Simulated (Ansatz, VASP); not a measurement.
**One calculation of HfO2, two programs**

The input INCAR:

```
SYSTEM = HfO2
ALGO     = Normal         ! electronic algorithm
EDIFF    = 1E-7           ! SCF threshold, eV
ENCUT    = 520            ! plane-wave cutoff, eV
GGA      = PS             ! functional
ISIF     = 2              ! what is computed and relaxed
ISMEAR   = -1             ! smearing method
LASPH    = .TRUE.         ! aspherical terms in the spheres
LCHARG   = .FALSE.        ! write CHGCAR
LREAL    = .FALSE.        ! projectors in reciprocal space
LWAVE    = .FALSE.        ! write WAVECAR
NBANDS   = 31             ! bands
NELM     = 100            ! most SCF steps
PREC     = Accurate       ! precision mode
SIGMA    = 0.05           ! smearing width, eV
```

KPOINTS

```
k-points
0
G
  8 8 5
  0 0 0
```

Contents of POSCAR:

```
HfO2
1.0
    3.5099320929      0.0000000000      0.0000000000
    0.0000000000      3.5099320929      0.0000000000
    0.0000000000      0.0000000000      5.1019626251
Hf O
2 4
Direct
    0.0000000000      0.0000000000      0.0000000000
    0.5000000000      0.5000000000      0.5000000000
    0.0000000000      0.5000000000      0.1972078800
    0.5000000000      0.0000000000      0.3027921200
    0.5000000000      0.0000000000      0.8027921200
    0.0000000000      0.5000000000      0.6972078800
```

File input.yaml:

```yaml
crystal:
  lattice:
    - [3.5099320929, 0.0, 0.0]
    - [0.0, 3.5099320929, 0.0]
    - [0.0, 0.0, 5.1019626251]
  atoms:
    - { symbol: Hf, position: [0.0, 0.0, 0.0] }
    - { symbol: Hf, position: [0.5, 0.5, 0.5] }
    - { symbol: O, position: [0.0, 0.5, 0.19720788] }
    - { symbol: O, position: [0.5, 0.0, 0.30279212] }
    - { symbol: O, position: [0.5, 0.0, 0.80279212] }
    - { symbol: O, position: [0.0, 0.5, 0.69720788] }
kpoints:
  mp_grid: { grid: [8, 8, 5] }
scf:
  occupations: { method: fermi_dirac, width: 0.05 }
hamiltonian:
  xc: pbesol
  pseudopotentials: { kind: all_electron, lapw: { basis_error: 0.001 } }
output:
  forces: true
  stress: true
  eigenvalues: true
```

Change from the starting cell: volume scaled by 0.96.

Alike in both runs: task single point; functional PBEsol; k mesh 8 × 8 × 5; occupations fermi-dirac, width 0.05 eV; no spin polarisation.

```csv
,VASP,Ansatz
version,VASP 6.6.1,Ansatz 0.2.0
potentials or method,"VASP PAW PBE potentials, release 64 (Hf_pv, O), cutoff 520 eV","all-electron LAPW, scalar-relativistic"
```

VASP gave:

```
gap on the k mesh at the Fermi level (eV)                     : 4.78
least direct gap on the mesh (eV)                             : 4.88
pressure (GPa)                                                : 10.1
traceless stress, the component that is largest in VASP (GPa) : -1.49
rms of the force components (eV/Å)                            : 0.147
```

What did Ansatz give for the same quantities?

gap on the k mesh at the Fermi level (eV): 4.79; least direct gap on the mesh (eV): 4.87; pressure (GPa): 13.6; traceless stress, the component that is largest in VASP (GPa): -1.47; rms of the force components (eV/Å): 0.156.

VASP's potentials were made for PBE, not for PBEsol. Atom by atom the forces differ by 0.009 eV/Å (rms over components). Ansatz ran all-electron here, and VASP with PAW potentials.

Spin-orbit coupling is off throughout.
